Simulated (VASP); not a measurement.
# Li (Im-3m) in VASP: further runs, part 2 of 2

VASP 6.6.1. The steps go on from the part before.

**4. Single point, revPBE**

This run uses another cell than the first one, of 21.11 Å³/atom.

File INCAR:

```
SYSTEM = Li
PREC = Accurate
ENCUT = 520
EDIFF = 1E-7
ISMEAR = -1
SIGMA = 0.05
LREAL = .FALSE.
LASPH = .TRUE.
NELM = 80
ALGO = Normal
ISIF = 2
LWAVE = .FALSE.
LCHARG = .FALSE.
GGA = RE
NBANDS = 8
```

File KPOINTS:

```
Automatic mesh
0
G
  11 11 11
  0 0 0
```

File POSCAR:

```
Li
1.0
   -1.7411540041      1.7411540041      1.7411540041
    1.7411540041     -1.7411540041      1.7411540041
    1.7411540041      1.7411540041     -1.7411540041
Li
1
Direct
    0.0000000000      0.0000000000      0.0000000000
```

Potentials or basis: VASP PAW PBE potentials, release 64 (Li_sv).

The run is started by

```bash
> cat potpaw_PBE.64/Li_sv/POTCAR > POTCAR
> mpirun -np 1 vasp_std > vasp.out
```

OUTCAR:

```text
SYSTEM = Li
   PREC = Accurate
   ENCUT = 520
   EDIFF = 1E-7
   ISMEAR = -1
   LREAL = .FALSE.
   LASPH = .TRUE.
   NELM = 80
   ISIF = 2
   GGA = RE

 ion  position               nearest neighbor table
   1  0.000  0.000  0.000-

  LATTYP: Found a body centered cubic cell.
 ALAT       =     3.4823080082

  Lattice vectors:

 A1 = (  -1.7411540041,   1.7411540041,   1.7411540041)
 A2 = (   1.7411540041,  -1.7411540041,   1.7411540041)
 A3 = (   1.7411540041,   1.7411540041,  -1.7411540041)

Analysis of symmetry for initial positions (statically):
=====================================================================
 Subroutine PRICEL returns:
 Original cell was already a primitive cell.

 Routine SETGRP: Setting up the symmetry group for a
 body centered cubic supercell.

 Subroutine GETGRP returns: Found 48 space group operations
 (whereof 48 operations were pure point group operations)
 out of a pool of 48 trial point group operations.

The static configuration has the point symmetry O_h .

Analysis of symmetry for dynamics (positions and initial velocities):
=====================================================================
 Subroutine PRICEL returns:
 Original cell was already a primitive cell.

 Routine SETGRP: Setting up the symmetry group for a
 body centered cubic supercell.

 Subroutine GETGRP returns: Found 48 space group operations
 (whereof 48 operations were pure point group operations)
 out of a pool of 48 trial point group operations.

The dynamic configuration has the point symmetry O_h .

 Subroutine INISYM returns: Found 48 space group operations
 (whereof 48 operations are pure point group operations),
 and found     1 'primitive' translations

----------------------------------------------------------------------------------------

[... 109 lines left out ...]
     AMIX     =   0.40;   BMIX     =  1.00
     AMIX_MAG =   1.60;   BMIX_MAG =  1.00
  volume/ion in A,a.u.               =      21.11       142.48
  Fermi-wavevector in a.u.,A,eV,Ry     =   0.854263  1.614322  9.929050  0.729765
  Thomas-Fermi vector in A             =   1.970832
   LORBIT       =      0    0 simple, 1 ext, 2 COOP (PROOUT), +10 PAW based schemes
   GGA     = RE    functional components
   LHFCALC =     F    Hartree Fock is set to
   AEXX    =    0.0000 exact exchange contribution
   IVDW    =     0    specifies the selected vdW correction
   LEPSILON=     F    determine dielectric tensor
   LRPA    =     F    only Hartree local field effects (RPA)
 non-spin polarized calculation
  energy-cutoff  :      520.00
  volume of cell :       21.11
 maximum number of plane-waves:       583
   NGX = 11   NGY = 11   NGZ = 11

 number of electron       2.9999990 magnetization

 Free energy of the ion-electron system (eV)
  ---------------------------------------------------
  ext. energy  EPLUGINS =         0.00000000
  ---------------------------------------------------
  free energy    TOTEN  =        -1.81379396 eV

  energy without entropy =       -1.81010327  energy(sigma->0) =       -1.81194861

 E-fermi :   0.6060     XC(G=0):  -6.8661

 val. band max:        0.5657700107   @ k =  -0.3636   0.4545   0.0909
 cond. band min:       0.6065576121   @ k =   0.4545   0.0000   0.0000
 fundamental gap:      0.0407876015
 Fermi energy:         0.6059840755

 k-point     1 :       0.0000    0.0000    0.0000
  band No.  band energies     occupation
      1     -46.1670      2.00000
      2      -2.9403      2.00000
      3      14.9920      0.00000
      4      14.9920      0.00000
      5      14.9920      0.00000
      6      19.4545      0.00000
      7      19.4545      0.00000
      8      19.4545      0.00000
[... 243 lines left out ...]
 k-point    24 :       0.3636    0.1818    0.0909
  band No.  band energies     occupation
      1     -46.1502      2.00000
      2       1.8092      0.00000
      3       3.7728      0.00000
      4       7.1766      0.00000
      5       9.6858      0.00000
      6      19.6323      0.00000
      7      20.5871      0.00000
      8      23.8421      0.00000

 [... further k-points ...]

------------------------ aborting loop because EDIFF is reached ----------------------------------------

  FORCE on cell =-STRESS in cart. coord.  units (eV):
  Direction    XX          YY          ZZ          XY          YZ          ZX
  --------------------------------------------------------------------------------------
  -------------------------------------------------------------------------------------
  Total       -0.0085220     -0.0085220     -0.0085220     -0.0000000     -0.0000000      0.0000000
  in kB       -0.6466642     -0.6466642     -0.6466642     -0.0000000     -0.0000000      0.0000000
  external PRESSURE =      -0.6466642 kB  Pullay stress =       0.0000000 kB

 VOLUME and BASIS-vectors are now :
 -----------------------------------------------------------------------------
  energy-cutoff  :      520.00
  volume of cell :       21.11
      direct lattice vectors                 reciprocal lattice vectors
    -1.741154004  1.741154004  1.741154004     0.000000000  0.287165867  0.287165867
     1.741154004 -1.741154004  1.741154004     0.287165867  0.000000000  0.287165867
     1.741154004  1.741154004 -1.741154004     0.287165867  0.287165867  0.000000000

 POSITION                                       TOTAL-FORCE (eV/Angst)
 -----------------------------------------------------------------------------------
      0.00000      0.00000      0.00000        -0.000000      0.000000     -0.000000
 -----------------------------------------------------------------------------------
    total drift:                               -0.000000      0.000000     -0.000000

  FREE ENERGIE OF THE ION-ELECTRON SYSTEM (eV)
  ---------------------------------------------------
  free  energy   TOTEN  =        -1.8137939609 eV

  energy  without entropy=       -1.8101032679  energy(sigma->0) =       -1.81194861
```

It took 9.4 s on 1 thread of Intel Xeon 8259CL, shared host; peak memory 0.13 GiB.

Results:

- Free energy: -1.8138 eV
- Band gap on the k mesh: zero (an odd number of electrons rules out a gap without spin polarisation)

Caveat: the cutoff is under 1.25 times the usual one of these potentials, so pressure, stress and relaxed cells hold a basis-set (Pulay) error; the PAW data sets were made with another functional, which shifts forces and pressure a little.

**5. Single point, PBE**

This run uses another cell than the first one, of 21.61 Å³/atom.

File INCAR:

```
PREC = Accurate ; ENCUT = 520
EDIFF = 1E-7 ; ISMEAR = 0
SIGMA = 0.012 ; LREAL = F
LASPH = T ; NELM = 60
ALGO = Normal ; ISIF = 2
LWAVE = F ; LCHARG = F
GGA = PE ; NBANDS = 8
```

File KPOINTS:

```
regular mesh
0
Gamma
  11 11 11
```

File POSCAR:

```
Li
1.0
   -1.7546500000      1.7546500000      1.7546500000
    1.7546500000     -1.7546500000      1.7546500000
    1.7546500000      1.7546500000     -1.7546500000
Li
1
Direct
    0.0000000000      0.0000000000      0.0000000000
```

Potentials or basis: VASP PAW PBE potentials, release 64 (Li_sv).

The run is started by

```bash
> cat potpaw_PBE.64/Li_sv/POTCAR > POTCAR
> mpirun -np 1 vasp_std > vasp.out
```

OUTCAR:

```text
PREC = Accurate
   ENCUT = 520
   EDIFF = 1E-7
   ISMEAR = 0
   LREAL = F
   LASPH = T
   NELM = 60
   ISIF = 2
   GGA = PE

 ion  position               nearest neighbor table
   1  0.000  0.000  0.000-

  LATTYP: Found a body centered cubic cell.
 ALAT       =     3.5093000000

  Lattice vectors:

 A1 = (  -1.7546500000,   1.7546500000,   1.7546500000)
 A2 = (   1.7546500000,  -1.7546500000,   1.7546500000)
 A3 = (   1.7546500000,   1.7546500000,  -1.7546500000)

Analysis of symmetry for initial positions (statically):
=====================================================================
 Subroutine PRICEL returns:
 Original cell was already a primitive cell.

 Routine SETGRP: Setting up the symmetry group for a
 body centered cubic supercell.

 Subroutine GETGRP returns: Found 48 space group operations
 (whereof 48 operations were pure point group operations)
 out of a pool of 48 trial point group operations.

The static configuration has the point symmetry O_h .

Analysis of symmetry for dynamics (positions and initial velocities):
[... 159 lines left out ...]
 val. band max:        0.4292358201   @ k =  -0.3636   0.4545   0.0909
 cond. band min:       0.4716180041   @ k =   0.4545   0.0000   0.0000
 fundamental gap:      0.0423821839
 Fermi energy:         0.4364404263

 k-point     1 :       0.0000    0.0000    0.0000
  band No.  band energies     occupation
      1     -46.1877      2.00000
      2      -3.0246      2.00000
      3      14.4009      0.00000
      4      14.4009      0.00000
      5      14.4009      0.00000
      6      19.0434      0.00000
      7      19.0434      0.00000
      8      19.0435      0.00000
[... 243 lines left out ...]
 k-point    24 :       0.3636    0.1818    0.0909
  band No.  band energies     occupation
      1     -46.1719      2.00000
      2       1.6552      0.00000
      3       3.5770      0.00000
      4       6.9154      0.00000
      5       9.2887      0.00000
      6      19.1039      0.00000
      7      20.0108      0.00000
      8      23.2686      0.00000

 [... further k-points ...]

------------------------ aborting loop because EDIFF is reached ----------------------------------------

  FORCE on cell =-STRESS in cart. coord.  units (eV):
  Direction    XX          YY          ZZ          XY          YZ          ZX
  --------------------------------------------------------------------------------------
  -------------------------------------------------------------------------------------
  Total       -0.1162668     -0.1162668     -0.1162668      0.0000000     -0.0000000      0.0000000
  in kB       -8.6205484     -8.6205484     -8.6205484      0.0000000     -0.0000000      0.0000000
  external PRESSURE =      -8.6205484 kB  Pullay stress =       0.0000000 kB

 VOLUME and BASIS-vectors are now :
 -----------------------------------------------------------------------------
  energy-cutoff  :      520.00
  volume of cell :       21.61
      direct lattice vectors                 reciprocal lattice vectors
    -1.754650000  1.754650000  1.754650000     0.000000000  0.284957114  0.284957114
     1.754650000 -1.754650000  1.754650000     0.284957114  0.000000000  0.284957114
     1.754650000  1.754650000 -1.754650000     0.284957114  0.284957114  0.000000000

 POSITION                                       TOTAL-FORCE (eV/Angst)
 -----------------------------------------------------------------------------------
      0.00000      0.00000      0.00000         0.000000      0.000000      0.000000
 -----------------------------------------------------------------------------------
    total drift:                                0.000000      0.000000     -0.000000

  FREE ENERGIE OF THE ION-ELECTRON SYSTEM (eV)
  ---------------------------------------------------
  free  energy   TOTEN  =        -1.9039619228 eV

  energy  without entropy=       -1.9037916472  energy(sigma->0) =       -1.90387679
```

stdout:

```text
POSCAR found type information on POSCAR Li
 POSCAR found :  1 types and       1 ions
 scaLAPACK will be used
 LDA part: xc-table for (Slater+PW92), standard interpolation
 POSCAR, INCAR and KPOINTS ok, starting setup
 FFT: planning ... GRIDC
 FFT: planning ... GRID_SOFT
 FFT: planning ... GRID
 WAVECAR not read
 entering main loop
```

It took 8.2 s on 1 thread of Intel Xeon 8259CL, shared host; peak memory 0.13 GiB.

Results:

| Property | Result |
| --- | --- |
| Free energy | -1.9040 eV |
| Band gap on the k mesh | zero (an odd number of electrons rules out a gap without spin polarisation) |

Caveat: the cutoff is under 1.25 times the usual one of these potentials, so pressure, stress and relaxed cells hold a basis-set (Pulay) error.

**6. Summary**

```tsv
level	cell	smearing	gap on the mesh (eV)
BLYP	a = 2.963 Å, angles 109.5°, 1 atom	fermi-dirac 0.05 eV	none
PBE	a = 3.039 Å, angles 109.5°, 1 atom	gaussian 0.028 eV	none
revPBE	a = 3.016 Å, angles 109.5°, 1 atom	fermi-dirac 0.05 eV	none
PBE	a = 3.039 Å, angles 109.5°, 1 atom	gaussian 0.012 eV	none
```

Alike in all rows: task single point; potentials or basis VASP PAW PBE potentials, release 64 (Li_sv); no spin polarisation; k mesh 11 × 11 × 11; cutoff (eV) 520.

Caveats: the cutoff is under 1.25 times the usual one of these potentials, so pressure, stress and relaxed cells hold a basis-set (Pulay) error; the PAW data sets were made with another functional, which shifts forces and pressure a little (at least some runs).

Total energies depend on the potentials used, so only differences within one code and one set of settings carry meaning.
